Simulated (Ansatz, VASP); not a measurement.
**Al3GaO6 in VASP and in Ansatz**

```
Al Ga O
1.0
     2.66844    1.54063    4.85635
    -2.66844    1.54063    4.85635
     0.00000   -3.08125    4.85635
Al Ga O
3 1 6
Direct
  0.85216 0.85216 0.85216
  0.64784 0.64784 0.64784
  0.14784 0.14784 0.14784
  0.35216 0.35216 0.35216
  0.05668 0.44332 0.75000
  0.75000 0.05668 0.44332
  0.44332 0.75000 0.05668
  0.94332 0.55668 0.25000
  0.25000 0.94332 0.55668
  0.55668 0.25000 0.94332
```

Alike in both runs: task single point; functional PBE; k mesh 6 × 6 × 6; occupations gaussian, width 0.1 eV; no spin polarisation.

```csv
,VASP,Ansatz
version,VASP 6.6.1,Ansatz 0.2.0
potentials or method,"VASP PAW PBE potentials, release 64 (Al, Ga_d, O), cutoff 600 eV","scalar-relativistic, plane waves, PAW"
valence electrons in the cell,58,58
```

|  | VASP | Ansatz | Ansatz less VASP |
| --- | --- | --- | --- |
| gap on the k mesh at the Fermi level (eV) | 1.96 | 1.97 | +0.011 |
| least direct gap on the mesh (eV) | 2.03 | 2.04 | +0.010 |
| rms of the force components (eV/Å) | 0.321 | 0.310 | -0.0116 |

Atom by atom the forces differ by 0.013 eV/Å (rms over components).
